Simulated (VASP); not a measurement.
Input of a VASP 6.6.1 run:

The input INCAR:

```
SYSTEM = Cu5H
PREC = Accurate
ENCUT = 520
EDIFF = 1E-7
ISMEAR = 0
SIGMA = 0.1
LREAL = .FALSE.
LASPH = .TRUE.
NELM = 120
ALGO = Normal
ISIF = 2
LWAVE = .FALSE.
LCHARG = .FALSE.
LDIPOL = .TRUE.
IDIPOL = 3
DIPOL = 0.5 0.5 0.483
GGA = PS
IBRION = 2
NSW = 90
EDIFFG = -0.03
GGA_COMPAT = .FALSE.
NELMIN = 4
NELMDL = -8
```

Contents of KPOINTS:

```
Automatic mesh
0
G
  11 11 1
  0 0 0
```

POSCAR

```
Cu5H
1.0
    2.5196845175      0.0000000000      0.0000000000
    0.0000000000      2.5196845175      0.0000000000
    0.0000000000      0.0000000000     26.1267440352
Cu H
5 1
Selective dynamics
Direct
    0.5000000000      0.5000000000      0.3253371330  F F F
    0.0000000000      0.0000000000      0.3935310881  F F F
    0.5000000000      0.5000000000      0.4617595490  T T T
    0.0000000000      0.0000000000      0.5301405387  T T T
    0.5000000000      0.5000000000      0.5961312204  T T T
    0.0000000000      0.0000000000      0.5930692238  T T T
```

Potentials or basis: VASP PAW PBE potentials, release 64 (Cu, H).

Command:

```console
$ cat potpaw_PBE.64/Cu/POTCAR potpaw_PBE.64/H/POTCAR > POTCAR
$ mpirun -np 1 vasp_std > vasp.out
```

Q: What does it give for the energy gained by relaxing?

A: 53.1 meV/atom.

Q: Predict the band gap on the k mesh.

A: Zero (bands 28 and 29 overlap by 3.68 eV).

Final structure:
```xyz
6
Lattice="2.5197 0.0000 0.0000 0.0000 2.5197 0.0000 0.0000 0.0000 26.1267" Properties=species:S:1:pos:R:3 pbc="T T T"
Cu    1.2598    1.2598    8.5000
Cu    0.0000    0.0000   10.2817
Cu    1.2598    1.2598   12.0635
Cu    2.5197    0.0000   13.8356
Cu    1.2598    1.2598   15.7305
H     2.5197    0.0000   16.1920
```
